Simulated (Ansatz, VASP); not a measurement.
## AsSe4: VASP beside Ansatz

```xyz
5
Lattice="5.3066 0.0000 0.0000 0.0000 5.3066 0.0000 0.0000 0.0000 5.3066" Properties=species:S:1:pos:R:3 pbc="T T T"
As    0.0000    0.0000    0.0000
Se    1.3266    1.3266    1.3266
Se    3.9799    3.9799    1.3266
Se    1.3266    3.9799    3.9799
Se    3.9799    1.3266    3.9799
```

Change from the starting cell: species swapped into the SnI4 type (P-43m, No. 215).

Alike in both runs: task relaxation of cell and atoms; functional PBE; k mesh 8 × 8 × 8; occupations gaussian, width 0.1 eV; no spin polarisation.

|  | VASP | Ansatz |
| --- | --- | --- |
| version | VASP 6.6.1 | Ansatz 0.2.0 |
| potentials or method | VASP PAW PBE potentials, release 64 (As, Se), cutoff 600 eV | scalar-relativistic, plane waves, PAW |
| valence electrons in the cell | 29 | 79 |

|  | VASP | Ansatz | Ansatz less VASP |
| --- | --- | --- | --- |
| gap on the k mesh at the Fermi level, each at its own relaxed structure (eV) | none | none | - |
| relaxed volume (Å³/atom) | 24.18 | 24.18 | +0.006 |
| relaxed cell length with the largest relative difference (Å) | 4.945 | 4.945 | +0.0004 |

A gap of «none» marks a metal or a gap that the smearing closes. VASP's potentials hold 29 valence electrons a cell and Ansatz's 79, so a difference there can come from the potentials and not from the codes.

Noted on VASP's run: the volume moved by over 15 % at a fixed basis, so the end points are rough.
